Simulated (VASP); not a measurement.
# RbBr (P-3m1) in VASP: single point with PBE

Aim: the single point of RbBr with PBE.

Program: VASP 6.6.1. These are calculated values, not measurements. Logs are shortened: lines on timing, memory, paths and dates and some standing lists are left out, and cuts for length are marked.

## (1) The cell of the first run

The structure is trigonal, space group P-3m1 (No. 164). Conventional cell: a = 4.909 Å, b = 4.909 Å, c = 20.736 Å, α = 90.00°, β = 90.00°, γ = 120.00°. Within 4.6 Å of Rb (site symmetry 3m) lie 6 Br at 3.53 to 3.54 Å. Rb (site symmetry 3m) has 6 Br at 3.50 Å within 4.6 Å. Rb (site symmetry -3m) has 6 Br at 3.50 Å within 4.6 Å. Br (site symmetry -3m) has 6 Rb at 3.54 Å and 2 Br at 4.23 Å within 4.6 Å. Br (site symmetry 3m) has 6 Rb at 3.50 to 3.53 Å and 1 Br at 4.23 Å within 4.6 Å. Br (site symmetry 3m) has 6 Rb at 3.50 Å within 4.6 Å.

## (2) Single point, PBE

The input, INCAR:

```
PREC     = Accurate       # precision mode
ENCUT    = 520            # plane-wave cutoff, eV
EDIFF    = 1E-6           # SCF threshold, eV
ISMEAR   = 0              # smearing method
SIGMA    = 0.02           # smearing width, eV
LREAL    = False          # projectors in reciprocal space
LASPH    = True           # aspherical terms in the spheres
NELM     = 80             # most SCF steps
ALGO     = Normal         # electronic algorithm
ISIF     = 2              # what is computed and relaxed
LWAVE    = False          # write WAVECAR
LCHARG   = False          # write CHGCAR
GGA      = PE             # functional
NBANDS   = 51             # bands
```

The input, KPOINTS:

```
Automatic mesh
0
Gamma
  6 6 2
```

The input, POSCAR:

```
RbBr
1.0
    4.9092608051      0.0000000000      0.0000000000
   -2.4546304026      4.2515445710      0.0000000000
    0.0000000000      0.0000000000     20.7364864342
Rb Br
5 5
Direct
    0.0000000000      0.0000000000     -0.0019124810
    0.3333333333      0.6666666667      0.2019124810
    0.0000000000      0.0000000000      0.4025656638
    0.6666666667      0.3333333333      0.6000000000
    0.3333333333      0.6666666667      0.7974343362
    0.6666666667      0.3333333333      0.1000000000
    0.6666666667      0.3333333333      0.3037527703
    0.3333333333      0.6666666667      0.5013049382
    0.0000000000      0.0000000000      0.6986950618
    0.6666666667      0.3333333333      0.8962472297
```

Potentials or basis: VASP PAW PBE potentials, release 64 (Rb_sv, Br).

The run is started by

```bash
$ cat potpaw_PBE.64/Rb_sv/POTCAR potpaw_PBE.64/Br/POTCAR > POTCAR
$ mpirun -np 1 vasp_std > vasp.out
```

OUTCAR:

```text
PREC = Accurate
   ENCUT = 520
   EDIFF = 1E-6
   ISMEAR = 0
   LREAL = False
   LASPH = True
   NELM = 80
   ISIF = 2
   GGA = PE

 ion  position               nearest neighbor table
   1  0.000  0.000  0.998-  10 3.53  10 3.53  10 3.53   6 3.54   6 3.54   6 3.54   5 5.03   5 5.03
                             5 5.03   2 5.09   2 5.09   2 5.09
   2  0.333  0.667  0.202-   7 3.53   7 3.53   7 3.53   6 3.54   6 3.54   6 3.54   3 5.03   3 5.03
                             3 5.03   1 5.09   1 5.09   1 5.09
   3  0.000  0.000  0.403-   8 3.50   8 3.50   8 3.50   7 3.50   7 3.50   7 3.50   4 4.98   4 4.98
                             4 4.98   2 5.03   2 5.03   2 5.03
   4  0.667  0.333  0.600-   8 3.50   8 3.50   9 3.50   9 3.50   9 3.50   8 3.50   5 4.98   5 4.98
                             3 4.98   3 4.98   3 4.98   5 4.98
   5  0.333  0.667  0.797-   9 3.50   9 3.50   9 3.50  10 3.50  10 3.50  10 3.50   4 4.98   4 4.98
                             4 4.98   1 5.03   1 5.03   1 5.03
   6  0.667  0.333  0.100-   2 3.54   2 3.54   1 3.54   1 3.54   1 3.54   2 3.54
   7  0.667  0.333  0.304-   3 3.50   3 3.50   3 3.50   2 3.53   2 3.53   2 3.53
   8  0.333  0.667  0.501-   4 3.50   4 3.50   4 3.50   3 3.50   3 3.50   3 3.50
   9  0.000  0.000  0.699-   4 3.50   4 3.50   4 3.50   5 3.50   5 3.50   5 3.50
  10  0.667  0.333  0.896-   5 3.50   5 3.50   5 3.50   1 3.53   1 3.53   1 3.53

  LATTYP: Found a hexagonal cell.
 ALAT       =     4.9092608051
 C/A-ratio  =     4.2239529040

  Lattice vectors:

 A1 = (   4.9092608051,   0.0000000000,   0.0000000000)
 A2 = (  -2.4546304026,   4.2515445710,   0.0000000000)
 A3 = (   0.0000000000,   0.0000000000,  20.7364864342)

Analysis of symmetry for initial positions (statically):
=====================================================================
 Subroutine PRICEL returns:
 Original cell was already a primitive cell.

 Routine SETGRP: Setting up the symmetry group for a
 hexagonal supercell.

 Subroutine GETGRP returns: Found 12 space group operations
 (whereof  6 operations were pure point group operations)
 out of a pool of 24 trial point group operations.

The static configuration has the point symmetry C_3v.
 The point group associated with its full space group is D_3d.

Analysis of symmetry for dynamics (positions and initial velocities):
=====================================================================
 Subroutine PRICEL returns:
 Original cell was already a primitive cell.

 Routine SETGRP: Setting up the symmetry group for a
 hexagonal supercell.

 Subroutine GETGRP returns: Found 12 space group operations
 (whereof  6 operations were pure point group operations)
 out of a pool of 24 trial point group operations.

The dynamic configuration has the point symmetry C_3v.
 The point group associated with its full space group is D_3d.

 Subroutine INISYM returns: Found 12 space group operations
 (whereof  6 operations are pure point group operations),
 and found     1 'primitive' translations

----------------------------------------------------------------------------------------

                                     Primitive cell

  volume of cell :     432.8107

  direct lattice vectors                    reciprocal lattice vectors
     4.909260805  0.000000000  0.000000000     0.203696654  0.117604318  0.000000000
    -2.454630403  4.251544571  0.000000000     0.000000000  0.235208636  0.000000000
     0.000000000  0.000000000 20.736486434     0.000000000  0.000000000  0.048224177

  length of vectors
     4.909260805  4.909260805 20.736486434     0.235208636  0.235208636  0.048224177

  position of ions in fractional coordinates (direct lattice)
     0.000000000  0.000000000  0.998087519
     0.333333333  0.666666667  0.201912481
     0.000000000  0.000000000  0.402565664
     0.666666667  0.333333333  0.600000000
     0.333333333  0.666666667  0.797434336
     0.666666667  0.333333333  0.100000000
     0.666666667  0.333333333  0.303752770
     0.333333333  0.666666667  0.501304938
     0.000000000  0.000000000  0.698695062
     0.666666667  0.333333333  0.896247230

  ion indices of the primitive-cell ions
   primitive index   ion index
                 1           1
                 2           2
                 3           3
                 4           4
                 5           5
                 6           6
                 7           7
                 8           8
                 9           9
                10          10

----------------------------------------------------------------------------------------

 KPOINTS: Automatic mesh

Automatic generation of k-mesh.
 Grid dimensions read from file:
 generate k-points for:    6    6    2

 Generating k-lattice:

  Cartesian coordinates                     Fractional coordinates (reciprocal lattice)
     0.033949442  0.019600720  0.000000000     0.166666667  0.000000000  0.000000000
     0.000000000  0.039201439  0.000000000     0.000000000  0.166666667  0.000000000
     0.000000000  0.000000000  0.024112089     0.000000000  0.000000000  0.500000000

  Length of vectors
     0.039201439  0.039201439  0.024112089

  Shift w.r.t. Gamma in fractional coordinates (k-lattice)
     0.000000000  0.000000000  0.000000000

 Subroutine IBZKPT returns following result:
 ===========================================

 Found     14 irreducible k-points:

 Following reciprocal coordinates:
            Coordinates               Weight
  0.000000  0.000000  0.000000      1.000000
  0.166667 -0.000000  0.000000      6.000000
  0.333333 -0.000000  0.000000      6.000000
  0.500000 -0.000000  0.000000      3.000000
  0.166667  0.166667  0.000000      6.000000
  0.333333  0.166667  0.000000     12.000000
  0.333333  0.333333  0.000000      2.000000
  0.000000  0.000000  0.500000      1.000000
  0.166667 -0.000000  0.500000      6.000000
  0.333333 -0.000000  0.500000      6.000000
  0.500000 -0.000000  0.500000      3.000000
  0.166667  0.166667  0.500000      6.000000
  0.333333  0.166667  0.500000     12.000000
  0.333333  0.333333  0.500000      2.000000
   k-points           NKPTS =     14   k-points in BZ     NKDIM =     14   number of bands    NBANDS=     51
   number of dos      NEDOS =    301   number of ions     NIONS =     10
   total plane-waves  NPLWV = 256000
   dimension x,y,z NGX =    40 NGY =   40 NGZ =  160
   dimension x,y,z NGXF=    80 NGYF=   80 NGZF=  320
   ions per type =               5   5
   NGX,Y,Z   is equivalent  to a cutoff of  13.55, 13.55, 12.83 a.u.
   NGXF,Y,Z  is equivalent  to a cutoff of  27.09, 27.09, 25.65 a.u.
 SYSTEM =  unknown system
   PREC   = accura    normal or accurate (medium, high low for compatibility)
   ISTART =      0    job   : 0-new  1-cont  2-samecut
   ICHARG =      2    charge: 1-file 2-atom 10-const
   ISPIN  =      1    spin polarized calculation?
   LNONCOLLINEAR =      F non collinear calculations
   LSORBIT =      F    spin-orbit coupling
   LASPH  =      T    aspherical Exc in radial PAW
   ENCUT  =  520.0 eV  38.22 Ry    6.18 a.u.   9.13  9.13 38.56*2*pi/ulx,y,z
   NELM   =     80;   NELMIN=  2; NELMDL= -5     # of ELM steps
   EDIFF  = 0.1E-05   stopping-criterion for ELM
   LREAL  =      F    real-space projection
   EDIFFG = 0.1E-04   stopping-criterion for IOM
   NSW    =      0    number of steps for IOM
   IBRION =     -1    ionic relax: 0-MD 1-quasi-New 2-CG
   NFREE  =      0    steps in history (QN), initial steepest desc. (CG)
   ISIF   =      2    stress and relaxation
   ISYM   =      2    0-nonsym 1-usesym 2-fastsym
   POTIM  = 0.5000    time-step for ionic-motion
   TEBEG  =    0.0;   TEEND  =   0.0 temperature during run
   PSTRESS=    0.0 pullay stress
   NELECT =      80.0000    total number of electrons
   NUPDOWN=      -1.0000    fix difference up-down
   EMIN   =  10.00;   EMAX   =-10.00  energy-range for DOS
   EFERMI =   0.00;   METHOD = LEGACY
   ISMEAR =     0;   SIGMA  =   0.02  broadening in eV -4-tet -1-fermi 0-gaus
   EFERMI_NEDOS =   21; number of points for ismear=-14 and -15
   IALGO  =     38    algorithm
   IMIX   =      4    mixing-type and parameters
     AMIX     =   0.40;   BMIX     =  1.00
     AMIX_MAG =   1.60;   BMIX_MAG =  1.00
  volume/ion in A,a.u.               =      43.28       292.08
  Fermi-wavevector in a.u.,A,eV,Ry     =   0.932550  1.762264 11.832301  0.869650
  Thomas-Fermi vector in A             =   2.059159
   LORBIT       =      0    0 simple, 1 ext, 2 COOP (PROOUT), +10 PAW based schemes
   GGA     = PE    functional components
   LHFCALC =     F    Hartree Fock is set to
   AEXX    =    0.0000 exact exchange contribution
   IVDW    =     0    specifies the selected vdW correction
   LEPSILON=     F    determine dielectric tensor
   LRPA    =     F    only Hartree local field effects (RPA)
 non-spin polarized calculation
 Gauss-broadening in eV      SIGMA  =   0.02
  energy-cutoff  :      520.00
  volume of cell :      432.81
 maximum number of plane-waves:     11712
 NGX is ok and might be reduce to    40
   NGX = 19   NGY = 19   NGZ = 77

 number of electron      79.9999999 magnetization

 Free energy of the ion-electron system (eV)
  ---------------------------------------------------
  ext. energy  EPLUGINS =         0.00000000
  ---------------------------------------------------
  free energy    TOTEN  =       -30.46157831 eV

  energy without entropy =      -30.46157831  energy(sigma->0) =      -30.46157831

 E-fermi :  -1.7321     XC(G=0):  -6.9449

 val. band max:       -1.8661060407   @ k =   0.0000   0.0000   0.0000
 cond. band min:       2.1378078718   @ k =   0.0000   0.0000   0.0000
 fundamental gap:      4.0039139125
 Fermi energy:        -1.7320767089

 k-point     1 :       0.0000    0.0000    0.0000
  band No.  band energies     occupation
      1     -26.7062      2.00000
      2     -26.7039      2.00000
      3     -26.5105      2.00000
      4     -26.5097      2.00000
      5     -26.5036      2.00000
      6     -14.1207      2.00000
[... 43 lines left out ...]
     50       5.3760      0.00000
     51       5.4212      0.00000

 k-point     2 :       0.1667   -0.0000    0.0000
  band No.  band energies     occupation
      1     -26.7050      2.00000
      2     -26.7030      2.00000
      3     -26.5092      2.00000
      4     -26.5085      2.00000
      5     -26.5025      2.00000
      6     -14.1180      2.00000
[... 43 lines left out ...]
     50       5.3075      0.00000
     51       5.5754      0.00000

 k-point     3 :       0.3333   -0.0000    0.0000
  band No.  band energies     occupation
      1     -26.7023      2.00000
      2     -26.7011      2.00000
      3     -26.5064      2.00000
      4     -26.5062      2.00000
      5     -26.5005      2.00000
      6     -14.1238      2.00000
[... 43 lines left out ...]
     50       5.6258      0.00000
     51       5.8961      0.00000
[... 487 lines left out ...]
 k-point    13 :       0.3333    0.1667    0.5000
  band No.  band energies     occupation
      1     -26.7009      2.00000
      2     -26.7002      2.00000
      3     -26.5051      2.00000
      4     -26.5050      2.00000
      5     -26.4995      2.00000
      6     -14.1262      2.00000
[... 43 lines left out ...]
     50       5.4827      0.00000
     51       5.9566      0.00000

 k-point    14 :       0.3333    0.3333    0.5000
  band No.  band energies     occupation
      1     -26.7000      2.00000
      2     -26.7000      2.00000
      3     -26.5044      2.00000
      4     -26.5044      2.00000
      5     -26.4990      2.00000
      6     -14.1254      2.00000
[... 43 lines left out ...]
     50       6.0132      0.00000
     51       6.0982      0.00000

------------------------ aborting loop because EDIFF is reached ----------------------------------------

  FORCE on cell =-STRESS in cart. coord.  units (eV):
  Direction    XX          YY          ZZ          XY          YZ          ZX
  --------------------------------------------------------------------------------------
  -------------------------------------------------------------------------------------
  Total        0.0043815      0.0043815      0.1153497     -0.0000000      0.0000000      0.0000000
  in kB        0.0162194      0.0162194      0.4270013     -0.0000000      0.0000000      0.0000000
  external PRESSURE =       0.1531467 kB  Pullay stress =       0.0000000 kB

 VOLUME and BASIS-vectors are now :
 -----------------------------------------------------------------------------
  energy-cutoff  :      520.00
  volume of cell :      432.81
      direct lattice vectors                 reciprocal lattice vectors
     4.909260805  0.000000000  0.000000000     0.203696654  0.117604318  0.000000000
    -2.454630403  4.251544571  0.000000000     0.000000000  0.235208636  0.000000000
     0.000000000  0.000000000 20.736486434     0.000000000  0.000000000  0.048224177

 POSITION                                       TOTAL-FORCE (eV/Angst)
 -----------------------------------------------------------------------------------
      0.00000      0.00000     20.69683        -0.000000      0.000000     -0.004329
     -0.00000      2.83436      4.18696         0.000000     -0.000000      0.004329
      0.00000      0.00000      8.34780         0.000000      0.000000      0.004334
      2.45463      1.41718     12.44189         0.000000      0.000000      0.000000
     -0.00000      2.83436     16.53599        -0.000000     -0.000000     -0.004334
      2.45463      1.41718      2.07365         0.000000      0.000000      0.000000
      2.45463      1.41718      6.29877        -0.000000      0.000000     -0.003948
     -0.00000      2.83436     10.39530        -0.000000      0.000000     -0.001037
      0.00000      0.00000     14.48848         0.000000      0.000000      0.001037
      2.45463      1.41718     18.58502         0.000000     -0.000000      0.003948
 -----------------------------------------------------------------------------------
    total drift:                                0.000000     -0.000000      0.000001

  FREE ENERGIE OF THE ION-ELECTRON SYSTEM (eV)
  ---------------------------------------------------
  free  energy   TOTEN  =       -30.4615783136 eV

  energy  without entropy=      -30.4615783136  energy(sigma->0) =      -30.46157831
```

Run time: 3.4 min. Hardware: 1 thread of Intel Xeon 6975P-C (Granite Rapids), shared host; peak memory 0.68 GiB.

Results:

| Item | Value |
| --- | --- |
| Free energy | -30.4616 eV |
| Pressure | 0.0 GPa |
| Largest force | 0.004 eV/Å |
| Band gap on the k mesh | 4.00 eV |

Forces on the atoms (eV/Å):
```
Rb   0.000  0.000 -0.004
Rb   0.000  0.000  0.004
Rb   0.000  0.000  0.004
Rb   0.000  0.000  0.000
Rb   0.000  0.000 -0.004
Br   0.000  0.000  0.000
Br   0.000  0.000 -0.004
Br   0.000  0.000 -0.001
Br   0.000  0.000  0.001
Br   0.000  0.000  0.004
```

Levels at points of the mesh, in eV from the valence-band top:
```tsv
k point	band 37	band 38	band 39	band 40	band 41	band 42	band 43	band 44
(0.00, 0.00, 0.00)	-0.20	-0.11	-0.11	0.00	4.00	4.77	4.80	6.15
(0.50, 0.00, 0.00)	-0.32	-0.30	-0.25	-0.08	5.50	5.92	5.95	6.54
(0.00, 0.00, 0.50)	-0.18	-0.12	-0.12	-0.07	4.15	4.31	5.45	5.54
(0.50, 0.00, 0.50)	-0.32	-0.29	-0.26	-0.09	5.57	5.68	6.28	6.35
```

A k mesh can miss the band edges.
